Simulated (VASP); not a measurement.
Write the native input for VASP 6.6.1 that does the following.

```
Task                   : single point
Functional             : PBEsol
Potentials or basis    : VASP PAW PBE potentials, release 64 (Hf_pv, N)
Cutoff                 : 520 eV
k mesh                 : 18 × 18 × 10
Occupations            : gaussian, width 0.15 eV
Spin                   : no spin polarisation
Dipole correction      : no
Further INCAR settings : ALGO = Normal; EDIFF = 1e-06; NBANDS = 23
```

The structure of HfN lies in POSCAR:

```
HfN
1.0
    3.1277073108      0.0000000000      0.0000000000
   -1.5638536554      2.7086739867      0.0000000000
    0.0000000000      0.0000000000      5.3909359352
Hf N
2 2
Direct
    0.5947289891      0.2613956558      0.7500000000
    0.2613956558      0.5947289891      0.2500000000
    0.0000000000      0.0000000000      0.0000000000
    0.0000000000      0.0000000000      0.5000000000
```

This cell differs from its parent crystal: all Hf atoms moved +0.225 Å, as atom 1 towards its neighbour atom 1 (Hf) at 3.128 Å.

These files were run (other wordings do the same):

INCAR

```
SYSTEM = HfN
PREC     = Accurate       ! precision mode
ENCUT    = 520            ! plane-wave cutoff, eV
EDIFF    = 1E-6           ! SCF threshold, eV
ISMEAR   = 0              ! smearing method
SIGMA    = 0.15           ! smearing width, eV
LREAL    = .False.        ! projectors in reciprocal space
LASPH    = .True.         ! aspherical terms in the spheres
NELM     = 100            ! most SCF steps
ALGO     = Normal         ! electronic algorithm
ISIF     = 2              ! what is computed and relaxed
LWAVE    = .False.        ! write WAVECAR
LCHARG   = .False.        ! write CHGCAR
GGA      = PS             ! functional
NBANDS   = 23             ! bands
```

KPOINTS

```
regular mesh
0
Gamma
  18 18 10
  0 0 0
```

Potentials or basis: VASP PAW PBE potentials, release 64 (Hf_pv, N).

Command:

```bash
$ cat potpaw_PBE.64/Hf_pv/POTCAR potpaw_PBE.64/N/POTCAR > POTCAR
$ mpirun -np 1 vasp_std > vasp.out
```

It gave:

The pressure is 4.7 GPa, the largest force is 2.411 eV/Å and the band gap on the k mesh is zero (bands 15 and 16 overlap by 2.04 eV).

Caveat: the cell differs from its parent crystal (all Hf atoms moved +0.225 Å, as atom 1 towards its neighbour atom 1 (Hf) at 3.128 Å); the cell stands under pressure; the PAW data sets were made with another functional, which shifts forces and pressure a little; spin-orbit coupling is left out, which moves the levels of the heavy elements.

Run time: 9.2 min on 1 thread of Intel Xeon 8259CL, on a shared host, peak memory 0.56 GiB.
